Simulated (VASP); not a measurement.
# CsI (Pm-3m) in VASP: a series of runs

CsI is run at these levels: PBE, r2SCAN, HSE06; tasks: single point.

All numbers are computed with VASP 6.6.1; they aren't measurements. Logs are shortened: lines on timing, memory, paths and dates and some standing lists are left out, and cuts for length are marked.

## Step 1: The cell of the first run

The structure is cubic, space group Pm-3m (No. 221). The conventional cell has a = 4.608 Å, b = 4.608 Å, c = 4.608 Å, α = 90.00°, β = 90.00°, γ = 90.00°. Within 5.2 Å of Cs (site symmetry m-3m) lie 8 I at 3.99 Å and 6 Cs at 4.61 Å. I (site symmetry m-3m) has 8 Cs at 3.99 Å and 6 I at 4.61 Å within 5.2 Å.

## Step 2: Single point, PBE

INCAR reads:

```
PREC = Accurate ; ENCUT = 500
EDIFF = 1E-6 ; ISMEAR = 0
SIGMA = 0.01 ; LREAL = F
LASPH = T ; NELM = 120
ALGO = Normal ; ISIF = 2
LWAVE = F ; LCHARG = T
GGA = PE ; LELF = T
LVHAR = T ; NBANDS = 15
GGA_COMPAT = F
```

KPOINTS reads:

```
Automatic mesh
0
Gamma
  4 4 4
```

POSCAR reads:

```
CsI
1.0
    4.6080831759      0.0000000000      0.0000000000
    0.0000000000      4.6080831759      0.0000000000
    0.0000000000      0.0000000000      4.6080831759
Cs I
1 1
Direct
    0.0000000000      0.0000000000      0.0000000000
    0.5000000000      0.5000000000      0.5000000000
```

Potentials or basis: VASP PAW PBE potentials, release 64 (Cs_sv, I).

Command:

```console
cat potpaw_PBE.64/Cs_sv/POTCAR potpaw_PBE.64/I/POTCAR > POTCAR
mpirun -np 1 vasp_std > vasp.out
```

OUTCAR:

```text
PREC = Accurate
   ENCUT = 500
   EDIFF = 1E-6
   ISMEAR = 0
   LREAL = F
   LASPH = T
   NELM = 120
   ISIF = 2
   GGA = PE

 ion  position               nearest neighbor table
   1  0.000  0.000  0.000-
   2  0.500  0.500  0.500-

  LATTYP: Found a simple cubic cell.
 ALAT       =     4.6080831759

  Lattice vectors:

 A1 = (   4.6080831759,   0.0000000000,   0.0000000000)
 A2 = (   0.0000000000,   4.6080831759,   0.0000000000)
 A3 = (   0.0000000000,   0.0000000000,   4.6080831759)

Analysis of symmetry for initial positions (statically):
=====================================================================
 Subroutine PRICEL returns:
 Original cell was already a primitive cell.

 Routine SETGRP: Setting up the symmetry group for a
 simple cubic supercell.

 Subroutine GETGRP returns: Found 48 space group operations
 (whereof 48 operations were pure point group operations)
 out of a pool of 48 trial point group operations.

The static configuration has the point symmetry O_h .

Analysis of symmetry for dynamics (positions and initial velocities):
=====================================================================
 Subroutine PRICEL returns:
 Original cell was already a primitive cell.

 Routine SETGRP: Setting up the symmetry group for a
 simple cubic supercell.

 Subroutine GETGRP returns: Found 48 space group operations
 (whereof 48 operations were pure point group operations)
 out of a pool of 48 trial point group operations.

The dynamic configuration has the point symmetry O_h .

 Subroutine INISYM returns: Found 48 space group operations
 (whereof 48 operations are pure point group operations),
 and found     1 'primitive' translations

----------------------------------------------------------------------------------------

                                     Primitive cell

  volume of cell :      97.8500

  direct lattice vectors                    reciprocal lattice vectors
     4.608083176  0.000000000  0.000000000     0.217009972  0.000000000  0.000000000
     0.000000000  4.608083176  0.000000000     0.000000000  0.217009972  0.000000000
     0.000000000  0.000000000  4.608083176     0.000000000  0.000000000  0.217009972

  length of vectors
     4.608083176  4.608083176  4.608083176     0.217009972  0.217009972  0.217009972

  position of ions in fractional coordinates (direct lattice)
     0.000000000  0.000000000  0.000000000
     0.500000000  0.500000000  0.500000000

  ion indices of the primitive-cell ions
   primitive index   ion index
                 1           1
                 2           2

----------------------------------------------------------------------------------------

 KPOINTS: Automatic mesh

Automatic generation of k-mesh.
 Grid dimensions read from file:
 generate k-points for:    4    4    4

 Generating k-lattice:

  Cartesian coordinates                     Fractional coordinates (reciprocal lattice)
     0.054252493  0.000000000  0.000000000     0.250000000  0.000000000  0.000000000
     0.000000000  0.054252493  0.000000000     0.000000000  0.250000000  0.000000000
     0.000000000  0.000000000  0.054252493     0.000000000  0.000000000  0.250000000

  Length of vectors
     0.054252493  0.054252493  0.054252493

  Shift w.r.t. Gamma in fractional coordinates (k-lattice)
     0.000000000  0.000000000  0.000000000

 Subroutine IBZKPT returns following result:
 ===========================================

 Found     10 irreducible k-points:

 Following reciprocal coordinates:
            Coordinates               Weight
  0.000000  0.000000  0.000000      1.000000
  0.250000  0.000000  0.000000      6.000000
  0.500000  0.000000  0.000000      3.000000
  0.250000  0.250000  0.000000     12.000000
  0.500000  0.250000  0.000000     12.000000
  0.500000  0.500000  0.000000      3.000000
  0.250000  0.250000  0.250000      8.000000
  0.500000  0.250000  0.250000     12.000000
  0.500000  0.500000  0.250000      6.000000
  0.500000  0.500000  0.500000      1.000000
   k-points           NKPTS =     10   k-points in BZ     NKDIM =     10   number of bands    NBANDS=     15
   number of dos      NEDOS =    301   number of ions     NIONS =      2
   total plane-waves  NPLWV =  46656
   dimension x,y,z NGX =    36 NGY =   36 NGZ =   36
   dimension x,y,z NGXF=    72 NGYF=   72 NGZF=   72
   ions per type =               1   1
   NGX,Y,Z   is equivalent  to a cutoff of  12.99, 12.99, 12.99 a.u.
   NGXF,Y,Z  is equivalent  to a cutoff of  25.98, 25.98, 25.98 a.u.
 SYSTEM =  unknown system
   PREC   = accura    normal or accurate (medium, high low for compatibility)
   ISTART =      0    job   : 0-new  1-cont  2-samecut
   ICHARG =      2    charge: 1-file 2-atom 10-const
   ISPIN  =      1    spin polarized calculation?
   LNONCOLLINEAR =      F non collinear calculations
   LSORBIT =      F    spin-orbit coupling
   LASPH  =      T    aspherical Exc in radial PAW
[... 30 lines left out ...]
   IVDW    =     0    specifies the selected vdW correction
   LEPSILON=     F    determine dielectric tensor
   LRPA    =     F    only Hartree local field effects (RPA)
 non-spin polarized calculation
 Gauss-broadening in eV      SIGMA  =   0.01
  energy-cutoff  :      500.00
  volume of cell :       97.85
 maximum number of plane-waves:      2517
 NGX is ok and might be reduce to    36
   NGX = 17   NGY = 17   NGZ = 17

 number of electron      16.0000002 magnetization

 Free energy of the ion-electron system (eV)
  ---------------------------------------------------
  ext. energy  EPLUGINS =         0.00000000
  ---------------------------------------------------
  free energy    TOTEN  =        -5.43499769 eV

  energy without entropy =       -5.43499769  energy(sigma->0) =       -5.43499769

 E-fermi :   0.7623     XC(G=0):  -7.6524

 val. band max:        0.6577725273   @ k =   0.5000   0.5000   0.0000
 cond. band min:       4.4452736328   @ k =   0.0000   0.0000   0.0000
 fundamental gap:      3.7875011056
 Fermi energy:         0.7622520869

 k-point     1 :       0.0000    0.0000    0.0000
  band No.  band energies     occupation
      1     -19.7715      2.00000
      2      -9.9580      2.00000
      3      -6.4754      2.00000
      4      -6.4754      2.00000
      5      -6.4754      2.00000
      6       0.5651      2.00000
      7       0.5651      2.00000
      8       0.5651      2.00000
      9       4.4453      0.00000
     10       4.8755      0.00000
     11       4.8755      0.00000
     12       8.3571      0.00000
     13       8.3571      0.00000
     14       8.3571      0.00000
     15      10.7638      0.00000

 k-point     2 :       0.2500    0.0000    0.0000
  band No.  band energies     occupation
      1     -19.7607      2.00000
      2      -9.9609      2.00000
      3      -6.5484      2.00000
      4      -6.4473      2.00000
      5      -6.4473      2.00000
      6      -0.2462      2.00000
      7       0.4982      2.00000
      8       0.4982      2.00000
      9       5.2326      0.00000
     10       5.5526      0.00000
     11       6.0623      0.00000
     12       8.2588      0.00000
     13       8.2588      0.00000
     14       8.6158      0.00000
     15       8.8722      0.00000

 k-point     3 :       0.5000    0.0000    0.0000
  band No.  band energies     occupation
      1     -19.7497      2.00000
      2      -9.9665      2.00000
      3      -6.6076      2.00000
      4      -6.4186      2.00000
      5      -6.4186      2.00000
      6      -0.8395      2.00000
      7       0.4284      2.00000
      8       0.4284      2.00000
      9       5.8615      0.00000
     10       7.0289      0.00000
     11       7.2638      0.00000
     12       7.4877      0.00000
     13       8.4691      0.00000
     14       8.4691      0.00000
     15       8.9770      0.00000
[... 91 lines left out ...]
 k-point     9 :       0.5000    0.5000    0.2500
  band No.  band energies     occupation
      1     -19.7207      2.00000
      2      -9.7523      2.00000
      3      -6.7593      2.00000
      4      -6.7593      2.00000
      5      -6.5506      2.00000
      6      -0.3876      2.00000
      7      -0.3876      2.00000
      8      -0.0506      2.00000
      9       5.9763      0.00000
     10       6.9679      0.00000
     11       7.0425      0.00000
     12       7.0425      0.00000
     13       9.5063      0.00000
     14       9.5063      0.00000
     15      10.2258      0.00000

 k-point    10 :       0.5000    0.5000    0.5000
  band No.  band energies     occupation
      1     -19.7113      2.00000
      2      -9.7034      2.00000
      3      -6.7086      2.00000
      4      -6.7086      2.00000
      5      -6.7086      2.00000
      6      -0.5860      2.00000
      7      -0.5860      2.00000
      8      -0.5860      2.00000
      9       7.7450      0.00000
     10       7.7450      0.00000
     11       7.7450      0.00000
     12       8.3908      0.00000
     13       8.3908      0.00000
     14       8.3908      0.00000
     15      10.3074      0.00000

------------------------ aborting loop because EDIFF is reached ----------------------------------------

  FORCE on cell =-STRESS in cart. coord.  units (eV):
  Direction    XX          YY          ZZ          XY          YZ          ZX
  --------------------------------------------------------------------------------------
  -------------------------------------------------------------------------------------
  Total        0.2770534      0.2770534      0.2770534      0.0000000      0.0000000      0.0000000
  in kB        4.5364183      4.5364183      4.5364183      0.0000000      0.0000000      0.0000000
  external PRESSURE =       4.5364183 kB  Pullay stress =       0.0000000 kB

 VOLUME and BASIS-vectors are now :
 -----------------------------------------------------------------------------
  energy-cutoff  :      500.00
  volume of cell :       97.85
      direct lattice vectors                 reciprocal lattice vectors
     4.608083176  0.000000000  0.000000000     0.217009972  0.000000000  0.000000000
     0.000000000  4.608083176  0.000000000     0.000000000  0.217009972  0.000000000
     0.000000000  0.000000000  4.608083176     0.000000000  0.000000000  0.217009972

 POSITION                                       TOTAL-FORCE (eV/Angst)
 -----------------------------------------------------------------------------------
      0.00000      0.00000      0.00000         0.000000      0.000000      0.000000
      2.30404      2.30404      2.30404         0.000000      0.000000      0.000000
 -----------------------------------------------------------------------------------
    total drift:                               -0.000000      0.000000      0.000000

  FREE ENERGIE OF THE ION-ELECTRON SYSTEM (eV)
  ---------------------------------------------------
  free  energy   TOTEN  =        -5.4349976858 eV

  energy  without entropy=       -5.4349976858  energy(sigma->0) =       -5.43499769
```

Wall time 24 s (1 thread of Intel Xeon 8259CL, shared host); peak memory 0.2 GiB.

What came out:

- Free energy: -5.4350 eV
- Pressure: 0.5 GPa
- Band gap on the k mesh: 3.79 eV, indirect (least direct gap 3.88 eV)

Caveat: spin-orbit coupling is left out, which moves the levels of the heavy elements.

## Step 3: Single point, PBE

INCAR reads:

```
SYSTEM = CsI
  PREC = Accurate
  ENCUT = 500
  EDIFF = 1E-6
  ISMEAR = 0
  SIGMA = 0.01
  LREAL = .FALSE.
  LASPH = .TRUE.
  NELM = 120
  ALGO = Normal
  ISIF = 2
  LWAVE = .FALSE.
  LCHARG = .FALSE.
  GGA = PE
  NBANDS = 15
  GGA_COMPAT = .FALSE.
```

KPOINTS reads:

```
regular mesh
0
G
  4 4 4
  0 0 0
```

POSCAR is that of step 2.

Potentials or basis: VASP PAW PBE potentials, release 64 (Cs_sv, I).

Command:

```console
cat potpaw_PBE.64/Cs_sv/POTCAR potpaw_PBE.64/I/POTCAR > POTCAR
mpirun -np 1 vasp_std > vasp.out
```

Run time: 20 s. Hardware: 1 thread of Intel Xeon 8259CL, shared host; peak memory 0.2 GiB.

The run converged. Its results:

| Property | Result |
| --- | --- |
| Free energy | -5.4350 eV |
| Pressure | 0.5 GPa |
| Band gap on the k mesh | 3.79 eV, indirect (least direct gap 3.88 eV) |

Levels at points of the mesh, in eV from the valence-band top:
```csv
k point,band 5,band 6,band 7,band 8,band 9,band 10,band 11,band 12
"(0.00, 0.00, 0.00)",-7.13,-0.09,-0.09,-0.09,3.79,4.22,4.22,7.70
"(0.50, 0.00, 0.00)",-7.08,-1.50,-0.23,-0.23,5.20,6.37,6.61,6.83
"(0.50, 0.50, 0.00)",-7.04,-0.84,-0.84,0.00,4.24,4.91,6.09,6.09
"(0.50, 0.50, 0.50)",-7.37,-1.24,-1.24,-1.24,7.09,7.09,7.09,7.73
```

Caveat: spin-orbit coupling is left out, which moves the levels of the heavy elements.

## Step 4: Single point, r2SCAN

POSCAR is that of step 3.

INCAR.step1 reads:

```
PREC     = Accurate       # precision mode
ENCUT    = 550            # plane-wave cutoff, eV
ISMEAR   = 0              # smearing method
SIGMA    = 0.01           # smearing width, eV
LREAL    = False          # projectors in reciprocal space
LASPH    = True           # aspherical terms in the spheres
NELM     = 120            # most SCF steps
NBANDS   = 15             # bands
GGA      = PE             # functional
ALGO     = Normal         # electronic algorithm
EDIFF    = 1E-5           # SCF threshold, eV
LWAVE    = True           # write WAVECAR
LCHARG   = False          # write CHGCAR
GGA_COMPAT= False
```

INCAR.step2 reads:

```
PREC     = Accurate       # precision mode
ENCUT    = 550            # plane-wave cutoff, eV
EDIFF    = 1E-6           # SCF threshold, eV
ISMEAR   = 0              # smearing method
SIGMA    = 0.01           # smearing width, eV
LREAL    = False          # projectors in reciprocal space
LASPH    = True           # aspherical terms in the spheres
NELM     = 120            # most SCF steps
ALGO     = Normal         # electronic algorithm
ISIF     = 2              # what is computed and relaxed
LWAVE    = False          # write WAVECAR
LCHARG   = False          # write CHGCAR
METAGGA  = R2SCAN         # meta-GGA
LMIXTAU  = True         
NBANDS   = 15             # bands
ISTART   = 1            
GGA_COMPAT= False
```

KPOINTS reads:

```
Automatic mesh
0
Gamma
  4 4 4
```

Command:

```console
cat potpaw_PBE.64/Cs_sv/POTCAR potpaw_PBE.64/I/POTCAR > POTCAR
cp INCAR.step1 INCAR
mpirun -np 1 vasp_std > vasp.out
cp INCAR.step2 INCAR
mpirun -np 1 vasp_std > vasp.out
```

It took 98 s on 1 thread of Intel Xeon 8259CL, shared host; peak memory 0.22 GiB.

It converged, with:

| Quantity | Value |
| --- | --- |
| Free energy | -53.1239 eV |
| Pressure | 0.1 GPa |
| Band gap on the k mesh | 4.50 eV, indirect (least direct gap 4.59 eV) |

Levels at points of the mesh, in eV from the valence-band top:
```
           k point  band 5  band 6  band 7  band 8  band 9  band 10  band 11  band 12
(0.00, 0.00, 0.00)   -7.33   -0.09   -0.09   -0.09    4.50     4.65     4.65     8.34
(0.50, 0.00, 0.00)   -7.27   -1.49   -0.22   -0.22    5.66     7.03     7.22     7.36
(0.50, 0.50, 0.00)   -7.24   -0.86   -0.86    0.00    4.76     5.50     6.66     6.66
(0.50, 0.50, 0.50)   -7.56   -1.25   -1.25   -1.25    7.66     7.66     7.66     8.40
```

Caveat: the PAW data sets were made with another functional, which shifts forces and pressure a little; spin-orbit coupling is left out, which moves the levels of the heavy elements. A k mesh can miss the band edges.

## Step 5: Single point, r2SCAN

POSCAR is that of step 4.

INCAR.step1 reads:

```
SYSTEM = CsI
ALGO = Normal
EDIFF = 1E-5
ENCUT = 550
GGA = PE
GGA_COMPAT = .False.
ISMEAR = 0
LASPH = .True.
LCHARG = .False.
LREAL = .False.
LWAVE = .True.
NBANDS = 15
NELM = 120
PREC = Accurate
SIGMA = 0.01
```

INCAR.step2 reads:

```
SYSTEM = CsI
ALGO = Normal
EDIFF = 1E-6
ENCUT = 550
GGA_COMPAT = .False.
ISIF = 2
ISMEAR = 0
ISTART = 1
LASPH = .True.
LCHARG = .False.
LMIXTAU = .True.
LREAL = .False.
LWAVE = .False.
METAGGA = R2SCAN
NBANDS = 15
NELM = 120
PREC = Accurate
SIGMA = 0.01
```

KPOINTS reads:

```
k-points
0
Gamma
  4 4 4
  0 0 0
```

Command:

```console
cat potpaw_PBE.64/Cs_sv/POTCAR potpaw_PBE.64/I/POTCAR > POTCAR
cp INCAR.step1 INCAR
mpirun -np 1 vasp_std > vasp.out
cp INCAR.step2 INCAR
mpirun -np 1 vasp_std > vasp.out
```

Wall time 97 s (1 thread of Intel Xeon 8259CL, shared host); peak memory 0.22 GiB.

The run converged. Its results:

- Free energy: -53.1239 eV
- Pressure: 0.1 GPa
- Band gap on the k mesh: 4.50 eV, indirect (least direct gap 4.59 eV)

Levels at points of the mesh, in eV from the valence-band top:
```
           k point  band 4  band 5  band 6  band 7  band 8  band 9  band 10  band 11  band 12  band 13
(0.00, 0.00, 0.00)   -7.33   -7.33   -0.09   -0.09   -0.09    4.50     4.65     4.65     8.34     8.34
(0.50, 0.00, 0.00)   -7.27   -7.27   -1.49   -0.22   -0.22    5.66     7.03     7.22     7.36     8.47
(0.50, 0.50, 0.00)   -7.67   -7.24   -0.86   -0.86    0.00    4.76     5.50     6.66     6.66    10.10
(0.50, 0.50, 0.50)   -7.56   -7.56   -1.25   -1.25   -1.25    7.66     7.66     7.66     8.40     8.40
```

Caveat: the PAW data sets were made with another functional, which shifts forces and pressure a little; spin-orbit coupling is left out, which moves the levels of the heavy elements.

## Step 6: Single point, HSE06

POSCAR is that of step 5.

INCAR.step1 reads:

```
SYSTEM = CsI
PREC = Accurate
ENCUT = 400
EDIFF = 1E-5
ISMEAR = 0
SIGMA = 0.01
LREAL = .False.
LASPH = .True.
NELM = 120
ALGO = Normal
ISIF = 2
LWAVE = .True.
LCHARG = .False.
GGA = PE
NBANDS = 15
GGA_COMPAT = .False.
```

INCAR.step2 reads:

```
SYSTEM = CsI
PREC = Accurate
ENCUT = 400
EDIFF = 1E-6
ISMEAR = 0
SIGMA = 0.01
LREAL = .False.
LASPH = .True.
NELM = 120
ALGO = Normal
ISIF = 2
LWAVE = .False.
LCHARG = .False.
GGA = PE
LHFCALC = .True.
HFSCREEN = 0.2079
PRECFOCK = Normal
ISTART = 1
NBANDS = 15
GGA_COMPAT = .False.
```

KPOINTS reads:

```
Automatic mesh
0
Gamma
  4 4 4
  0 0 0
```

Potentials or basis: VASP PAW PBE potentials, release 64 (Cs_sv, I).

Command:

```console
cat potpaw_PBE.64/Cs_sv/POTCAR potpaw_PBE.64/I/POTCAR > POTCAR
cp INCAR.step1 INCAR
mpirun -np 1 vasp_std > vasp.out
cp INCAR.step2 INCAR
mpirun -np 1 vasp_std > vasp.out
```

Wall time 9.4 min (1 thread of Intel Xeon 8259CL, shared host); peak memory 0.28 GiB.

Results (log left out):

| Quantity | Value |
| --- | --- |
| Free energy | -6.3087 eV |
| Pressure | 0.2 GPa |
| Band gap on the k mesh | 4.78 eV, indirect (least direct gap 4.88 eV) |

Levels at points of the mesh, in eV from the valence-band top:
| k point | band 5 | band 6 | band 7 | band 8 | band 9 | band 10 | band 11 | band 12 |
| --- | --- | --- | --- | --- | --- | --- | --- | --- |
| (0.00, 0.00, 0.00) | -7.58 | -0.10 | -0.10 | -0.10 | 4.78 | 5.19 | 5.19 | 8.91 |
| (0.50, 0.00, 0.00) | -7.51 | -1.58 | -0.23 | -0.23 | 6.27 | 7.39 | 7.72 | 7.83 |
| (0.50, 0.50, 0.00) | -7.48 | -0.91 | -0.91 | 0.00 | 5.22 | 5.93 | 7.18 | 7.18 |
| (0.50, 0.50, 0.50) | -7.81 | -1.32 | -1.32 | -1.32 | 8.11 | 8.11 | 8.11 | 8.95 |

Caveat: the PAW data sets were made with another functional, which shifts forces and pressure a little; spin-orbit coupling is left out, which moves the levels of the heavy elements. A k mesh can miss the band edges.

## Step 7: Summary

```csv
level,cutoff (eV),grid for exact exchange (PRECFOCK),screening parameter,gap on the mesh (eV),pressure (GPa)
PBE,500,-,-,3.79,0.5
r2SCAN,550,-,-,4.50,0.1
HSE06,400,Normal,0.2079 1/Å,4.78,0.2
```

Alike in all rows: task single point; potentials or basis VASP PAW PBE potentials, release 64 (Cs_sv, I); no spin polarisation; cell as given; k mesh 4 × 4 × 4; smearing gaussian 0.01 eV.

On the cell as given the gap runs from 3.79 eV (PBE) to 4.78 eV (HSE06). The pressure there spans 0.1 GPa (r2SCAN) to 0.5 GPa (PBE); a positive pressure means that this level wants a larger cell, a negative one a smaller.

Caveats: spin-orbit coupling is left out, which moves the levels of the heavy elements; the PAW data sets were made with another functional, which shifts forces and pressure a little (some runs).

Total energies depend on the potentials used, so only differences within one code and one set of settings carry meaning.
